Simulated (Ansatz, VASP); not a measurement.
# Mo in VASP and in Ansatz

The input INCAR:

```
SYSTEM = Mo
PREC = Accurate ; ENCUT = 520
EDIFF = 1E-6 ; ISMEAR = -1
SIGMA = 0.05 ; LREAL = .FALSE.
LASPH = .TRUE. ; NELM = 150
ALGO = Fast ; ISIF = 2
LWAVE = .FALSE. ; LCHARG = .FALSE.
MAGMOM = 0 0 0 ; LORBIT = 11
LSORBIT = .TRUE. ; GGA_COMPAT = .FALSE.
LORBMOM = .TRUE. ; LMAXMIX = 4
GGA = CA ; NBANDS = 25
```

The input KPOINTS:

```
Automatic mesh
0
G
  9 9 9
  0 0 0
```

File POSCAR:

```
Mo
1.0
   -1.5838089719      1.5838089719      1.5838089719
    1.5838089719     -1.5838089719      1.5838089719
    1.5838089719      1.5838089719     -1.5838089719
Mo
1
Direct
    0.0000000000      0.0000000000      0.0000000000
```

File input.yaml:

```yaml
crystal:
  lattice:
    - [-1.5838089719, 1.5838089719, 1.5838089719]
    - [1.5838089719, -1.5838089719, 1.5838089719]
    - [1.5838089719, 1.5838089719, -1.5838089719]
  atoms:
    - { symbol: Mo, position: [0.0, 0.0, 0.0] }
kpoints:
  mp_grid: { grid: [9, 9, 9] }
  band_path:
    path:
      - [0.0, 0.0, 0.0]
      - [0.5, -0.5, 0.5]
      - [0.0, 0.0, 0.5]
      - [0.0, 0.0, 0.0]
      - [0.25, 0.25, 0.25]
      - [0.5, -0.5, 0.5]
    npoints: 6
scf:
  occupations: { method: fermi_dirac, width: 0.05 }
hamiltonian:
  xc: lda
  pseudopotentials: { kind: all_electron, lapw: { basis_error: 0.001 } }
magnetization:
  noncollinear: true
  spin_orbit: true
output:
  forces: true
  stress: true
  eigenvalues: true
```

Alike in both runs: functional LDA; k mesh 9 × 9 × 9; occupations fermi-dirac, width 0.05 eV; non-collinear spin, spin-orbit coupling.

|  | VASP | Ansatz |
| --- | --- | --- |
| version | VASP 6.6.1 | Ansatz 0.2.0 |
| potentials or method | VASP PAW LDA potentials, release 64 (Mo_sv), cutoff 520 eV | all-electron LAPW, relativistic spinors |
| task | single point | band structure |

```tsv
	VASP	Ansatz	Ansatz less VASP
pressure (GPa)	-13.2	-14.2	-0.98
net moment per atom (μB)	0.00	0.00	0.000
```

LDA's correlation is that of Perdew and Zunger in VASP and of Perdew and Wang (1992) in Ansatz. Ansatz ran all-electron here, and VASP with PAW potentials.

Noted on Ansatz's run: the k mesh is thin for a metal, which can move the energy by tens of meV per atom.
